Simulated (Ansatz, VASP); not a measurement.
One calculation of SiC, two programs

```
CELL_PARAMETERS angstrom
3.05535 0.00000 0.00000
-1.52768 2.64601 0.00000
0.00000 0.00000 5.01412
ATOMIC_POSITIONS crystal
Si 0.33333 0.66667 0.00000
Si 0.66667 0.33333 0.50000
C 0.33333 0.66667 0.38500
C 0.66667 0.33333 0.88500
```

Change from the starting cell: volume scaled by 0.98, crystal datasets.

Alike in both runs: task electric field gradients; functional PBE; k mesh 15 × 15 × 8; occupations fermi-dirac, width 0.08 eV; no spin polarisation.

```csv
,VASP,Ansatz
version,VASP 6.6.1,Ansatz 0.2.0
potentials or method,"VASP PAW PBE potentials, release 64 (Si, C), cutoff 520 eV","all-electron PAW with datasets made for the crystal, scalar-relativistic"
```

Ansatz gave:

- pressure (GPa): 8.5
- traceless stress, the component that is largest in VASP (GPa): -3.79
- rms of the force components (eV/Å): 0.453
- size of Vzz on the site where it differs most (V/Å²): 16.8

Question: Which values does VASP return?

Answer: Pressure (GPa): 8.4; traceless stress, the component that is largest in VASP (GPa): -3.80; rms of the force components (eV/Å): 0.453; size of Vzz on the site where it differs most (V/Å²): 17.8.

Atom by atom the forces differ by 0.000 eV/Å (rms over components). Ansatz ran all-electron here, and VASP with PAW potentials.
